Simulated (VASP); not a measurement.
# SmTa3Cl2 (P-6m2) in VASP: relaxation of cell and atoms with PBE

Aim: the relaxation of cell and atoms of SmTa3Cl2 with PBE.

All numbers are computed with VASP 6.6.1; they aren't measurements. Logs are shortened: lines on timing, memory, paths and dates and some standing lists are left out, and cuts for length are marked.

## 1. The cell of the first run

The structure is hexagonal, space group P-6m2 (No. 187). The conventional cell has a = 4.190 Å, b = 4.190 Å, c = 9.114 Å, α = 90.00°, β = 90.00°, γ = 120.00°. Within 3.2 Å of Sm (site symmetry -6m2) lie 6 Cl at 2.42 Å. Ta (site symmetry -6m2) has 6 Ta at 2.66 Å within 3.5 Å. Within 2.9 Å of Ta (site symmetry 3m) lie 4 Ta at 2.20 to 2.66 Å. Within 3.2 Å of Cl (site symmetry -6m2) lie 3 Sm at 2.42 Å and 3 Cl at 2.42 Å. Within 3.2 Å of Cl (site symmetry -6m2) lie 3 Sm at 2.42 Å and 3 Cl at 2.42 Å.

The cell was generated, and may not be a known phase.

## 2. Relaxation of cell and atoms, PBE

The input, INCAR:

```
PREC = Accurate ; ENCUT = 500
EDIFF = 1E-7 ; ISMEAR = 0
SIGMA = 0.2 ; LREAL = False
LASPH = True ; NELM = 200
ALGO = Normal ; ISIF = 3
LWAVE = False ; LCHARG = False
GGA = PE ; IBRION = 2
NSW = 36 ; EDIFFG = -0.08
GGA_COMPAT = False ; NELMIN = 4
LMAXMIX = 6
```

The input, KPOINTS:

```
regular mesh
0
Gamma
  5 5 2
```

The input, POSCAR:

```
SmTa3Cl2
1.0
    4.1904778000      0.0000000000      0.0000000000
   -2.0952389000      3.6290602300      0.0000000000
    0.0000000000      0.0000000000      9.1144165900
Sm Ta Cl
1 3 2
Direct
    0.0000000000      0.0000000000      0.0000000000
    0.3333333300      0.6666666700      0.5000000000
    0.0000000000      0.0000000000      0.6205756500
    0.0000000000      0.0000000000      0.3794243500
    0.6666666700      0.3333333300      0.0000000000
    0.3333333300      0.6666666700      0.0000000000
```

Potentials or basis: VASP PAW PBE potentials, release 64 (Sm_3, Ta_pv, Cl), 4f in core.

Run with:

```
$ cat potpaw_PBE.64/Sm_3/POTCAR potpaw_PBE.64/Ta_pv/POTCAR potpaw_PBE.64/Cl/POTCAR > POTCAR
$ mpirun -np 1 vasp_std > vasp.out
```

OUTCAR:

```text
PREC = Accurate
   ENCUT = 500
   EDIFF = 1E-7
   ISMEAR = 0
   LREAL = False
   LASPH = True
   NELM = 200
   ISIF = 3
   GGA = PE
   IBRION = 2
   NSW = 36
   EDIFFG = -0.08
   NELMIN = 4

 ion  position               nearest neighbor table
   1  0.000  0.000  0.000-   5 2.42   6 2.42   5 2.42   6 2.42   5 2.42   6 2.42   3 3.46   4 3.46

   2  0.333  0.667  0.500-   3 2.66   4 2.66   3 2.66   4 2.66   3 2.66   4 2.66
   3  0.000  0.000  0.621-   4 2.20   2 2.66   2 2.66   2 2.66   1 3.46
   4  0.000  0.000  0.379-   3 2.20   2 2.66   2 2.66   2 2.66   1 3.46
   5  0.667  0.333  0.000-   6 2.42   1 2.42   6 2.42   1 2.42   1 2.42   6 2.42
   6  0.333  0.667  0.000-   1 2.42   5 2.42   5 2.42   1 2.42   1 2.42   5 2.42

  LATTYP: Found a hexagonal cell.
 ALAT       =     4.1904778000
 C/A-ratio  =     2.1750303963

  Lattice vectors:

 A1 = (   4.1904778000,   0.0000000000,   0.0000000000)
 A2 = (  -2.0952389000,   3.6290602300,   0.0000000000)
 A3 = (   0.0000000000,   0.0000000000,   9.1144165900)

Analysis of symmetry for initial positions (statically):
=====================================================================
 Subroutine PRICEL returns:
 Original cell was already a primitive cell.

 Routine SETGRP: Setting up the symmetry group for a
 hexagonal supercell.

 Subroutine GETGRP returns: Found 12 space group operations
 (whereof 12 operations were pure point group operations)
 out of a pool of 24 trial point group operations.

The static configuration has the point symmetry D_3h.

Analysis of symmetry for dynamics (positions and initial velocities):
=====================================================================
 Subroutine PRICEL returns:
 Original cell was already a primitive cell.

 Routine SETGRP: Setting up the symmetry group for a
 hexagonal supercell.

 Subroutine GETGRP returns: Found 12 space group operations
 (whereof 12 operations were pure point group operations)
 out of a pool of 24 trial point group operations.

The dynamic configuration has the point symmetry D_3h.

 Subroutine INISYM returns: Found 12 space group operations
 (whereof 12 operations are pure point group operations),
 and found     1 'primitive' translations

----------------------------------------------------------------------------------------

                                     Primitive cell

  volume of cell :     138.6075

  direct lattice vectors                    reciprocal lattice vectors
     4.190477800  0.000000000  0.000000000     0.238636272  0.137776716  0.000000000
    -2.095238900  3.629060230  0.000000000     0.000000000  0.275553432  0.000000000
     0.000000000  0.000000000  9.114416590     0.000000000  0.000000000  0.109716293

[... 63 lines left out ...]
   ions per type =               1   3   2
   NGX,Y,Z   is equivalent  to a cutoff of  12.70, 12.70, 12.77 a.u.
   NGXF,Y,Z  is equivalent  to a cutoff of  25.39, 25.39, 25.54 a.u.
 SYSTEM =  unknown system
   PREC   = accura    normal or accurate (medium, high low for compatibility)
   ISTART =      0    job   : 0-new  1-cont  2-samecut
   ICHARG =      2    charge: 1-file 2-atom 10-const
   ISPIN  =      1    spin polarized calculation?
   LNONCOLLINEAR =      F non collinear calculations
   LSORBIT =      F    spin-orbit coupling
   LASPH  =      T    aspherical Exc in radial PAW
   ENCUT  =  500.0 eV  36.75 Ry    6.06 a.u.   7.64  7.64 16.62*2*pi/ulx,y,z
   NELM   =    200;   NELMIN=  4; NELMDL= -5     # of ELM steps
   EDIFF  = 0.1E-06   stopping-criterion for ELM
   LREAL  =      F    real-space projection
   EDIFFG = -.8E-01   stopping-criterion for IOM
   NSW    =     36    number of steps for IOM
   IBRION =      2    ionic relax: 0-MD 1-quasi-New 2-CG
   NFREE  =      1    steps in history (QN), initial steepest desc. (CG)
   ISIF   =      3    stress and relaxation
   ISYM   =      2    0-nonsym 1-usesym 2-fastsym
   POTIM  = 0.5000    time-step for ionic-motion
   TEBEG  =    0.0;   TEEND  =   0.0 temperature during run
   PSTRESS=    0.0 pullay stress
   NELECT =      58.0000    total number of electrons
   NUPDOWN=      -1.0000    fix difference up-down
   EMIN   =  10.00;   EMAX   =-10.00  energy-range for DOS
   EFERMI =   0.00;   METHOD = LEGACY
   ISMEAR =     0;   SIGMA  =   0.20  broadening in eV -4-tet -1-fermi 0-gaus
   EFERMI_NEDOS =   21; number of points for ismear=-14 and -15
   IALGO  =     38    algorithm
   IMIX   =      4    mixing-type and parameters
     AMIX     =   0.40;   BMIX     =  1.00
     AMIX_MAG =   1.60;   BMIX_MAG =  1.00
  volume/ion in A,a.u.               =      23.10       155.89
  Fermi-wavevector in a.u.,A,eV,Ry     =   1.224490  2.313951 20.400251  1.499376
  Thomas-Fermi vector in A             =   2.359563
   LORBIT       =      0    0 simple, 1 ext, 2 COOP (PROOUT), +10 PAW based schemes
   GGA     = PE    functional components
   LHFCALC =     F    Hartree Fock is set to
   AEXX    =    0.0000 exact exchange contribution
   IVDW    =     0    specifies the selected vdW correction
   LEPSILON=     F    determine dielectric tensor
   LRPA    =     F    only Hartree local field effects (RPA)
 conjugate gradient relaxation of ions
 non-spin polarized calculation
 Gauss-broadening in eV      SIGMA  =   0.20
  energy-cutoff  :      500.00
  volume of cell :      138.61
 maximum number of plane-waves:      3538
 NGX is ok and might be reduce to    32
   NGX = 15   NGY = 15   NGZ = 33

--------------------------------------- Ionic step        1  -------------------------------------------

 number of electron      57.9999997 magnetization

 Free energy of the ion-electron system (eV)
  ---------------------------------------------------
  ext. energy  EPLUGINS =         0.00000000
  ---------------------------------------------------
  free energy    TOTEN  =       -35.53006594 eV

  energy without entropy =      -35.38150557  energy(sigma->0) =      -35.45578576

 E-fermi :   4.3598     XC(G=0): -10.1983

 val. band max:        4.3448245099   @ k =   0.2000   0.0000   0.0000
 cond. band min:       4.3642646268   @ k =   0.4000   0.2000   0.5000
 fundamental gap:      0.0194401169
 Fermi energy:         4.3598413212

 k-point     1 :       0.0000    0.0000    0.0000
  band No.  band energies     occupation
      1     -36.8460      2.00000
      2     -31.0257      2.00000
      3     -29.9624      2.00000
      4     -29.9624      2.00000
      5     -29.1510      2.00000
      6     -29.1306      2.00000
[... 598 lines left out ...]
--------------------------------------- Ionic step        7  -------------------------------------------

 number of electron      57.9999994 magnetization

 Free energy of the ion-electron system (eV)
  ---------------------------------------------------
  ext. energy  EPLUGINS =         0.00000000
  ---------------------------------------------------
  free energy    TOTEN  =       -40.44853154 eV

  energy without entropy =      -40.27061949  energy(sigma->0) =      -40.35957552

 E-fermi :   2.6192     XC(G=0):  -9.1403

 val. band max:        2.5909700466   @ k =   0.0000   0.0000   0.0000
 cond. band min:       2.6209719667   @ k =   0.4000   0.0000   0.0000
 fundamental gap:      0.0300019201
 Fermi energy:         2.6191541726

 k-point     1 :       0.0000    0.0000    0.0000
  band No.  band energies     occupation
      1     -39.3471      2.00000
      2     -32.4074      2.00000
      3     -31.8596      2.00000
      4     -31.8596      2.00000
      5     -31.7199      2.00000
      6     -31.4618      2.00000
[... 392 lines left out ...]
  FREE ENERGIE OF THE ION-ELECTRON SYSTEM (eV)
  ---------------------------------------------------
  free  energy   TOTEN  =       -40.4485315380 eV

  energy  without entropy=      -40.2706194931  energy(sigma->0) =      -40.35957552

 reached required accuracy - stopping structural energy minimisation
```

CONTCAR:

```text
SmTa3Cl2
   1.00000000000000
     4.7329805171187536    0.0000000000000000   -0.0000000000000000
    -2.3664902585593768    4.0988813651298663    0.0000000000000000
     0.0000000000000000   -0.0000000000000000    9.2325953721297136
  Sm              Ta              Cl
     1     3     2
Direct
     0.0000000000000000    0.0000000000000000    0.0000000000000000
     0.3333333300000021    0.6666666699999979    0.5000000000000000
     0.0000000000000000    0.0000000000000000    0.6280932356692477
     0.0000000000000000    0.0000000000000000    0.3719067643307523
     0.6666666699999979    0.3333333300000021    0.0000000000000000
     0.3333333300000021    0.6666666699999979    0.0000000000000000

  0.00000000E+00  0.00000000E+00  0.00000000E+00
  0.00000000E+00  0.00000000E+00  0.00000000E+00
  0.00000000E+00  0.00000000E+00  0.00000000E+00
  0.00000000E+00  0.00000000E+00  0.00000000E+00
  0.00000000E+00  0.00000000E+00  0.00000000E+00
  0.00000000E+00  0.00000000E+00  0.00000000E+00
```

Run time: 2.7 min. Hardware: 1 thread of Intel Xeon Platinum 8559C (Emerald Rapids), shared host; peak memory 0.29 GiB.

What came out:

```
Free energy                           : -40.4485 eV
Relaxed volume                        : 29.85 Å³/atom
Relaxed cell                          : a = 4.733 Å, b = 4.733 Å, c = 9.233 Å, α = 90.00°, β = 90.00°, γ = 120.00°
Space group after relaxing (to 0.1 Å) : P-6m2 (No. 187)
Energy gained by relaxing             : 819.7 meV/atom
Ionic steps                           : 7
Pressure after relaxing               : 0.0 GPa
Largest force after relaxing          : 0.062 eV/Å
Band gap on the k mesh                : zero (bands 29 and 30 overlap by 0.19 eV)
```

Forces in eV/Å, atoms in the order of the input:
```
Sm   0.000  0.000  0.000
Ta   0.000  0.000  0.000
Ta   0.000  0.000 -0.062
Ta   0.000  0.000  0.062
Cl   0.000  0.000  0.000
Cl   0.000  0.000  0.000
```

The path:
| step | energy change (eV) | largest force (eV/Å) | pressure (GPa) | volume (Å³) |
| --- | --- | --- | --- | --- |
| 1 | 0.0000 | 7.0192 | 37.74 | 138.61 |
| 2 | 2.7109 | 3.9775 | -11.28 | 276.48 |
| 3 | -4.5657 | 2.4901 | -2.50 | 182.71 |
| 4 | -4.6373 | 2.1177 | -0.82 | 178.58 |
| 5 | -4.6523 | 1.8530 | 0.38 | 175.97 |
| 6 | -4.9164 | 0.1599 | 0.01 | 179.36 |
| 7 | -4.9185 | 0.0619 | -0.01 | 179.11 |

Final structure:
```
CELL_PARAMETERS angstrom
4.73298 0.00000 0.00000
-2.36649 4.09888 0.00000
0.00000 0.00000 9.23260
ATOMIC_POSITIONS crystal
Sm 0.00000 0.00000 0.00000
Ta 0.33333 0.66667 0.50000
Ta 0.00000 0.00000 0.62809
Ta 0.00000 0.00000 0.37191
Cl 0.66667 0.33333 0.00000
Cl 0.33333 0.66667 0.00000
```

Caveat: the volume moved by over 15 % at a fixed basis, so the end points are rough; spin-orbit coupling is left out, which moves the levels of the heavy elements; the 4f electrons are frozen in the core, so they carry no moment and show no levels; the run has no spin polarisation, though such a crystal can be magnetic; the relaxation stopped at a loose force limit of 0.08 eV/Å, so its end isn't a converged minimum.

The gap in the log of VASP goes by the Fermi energy; the results here count the filled bands.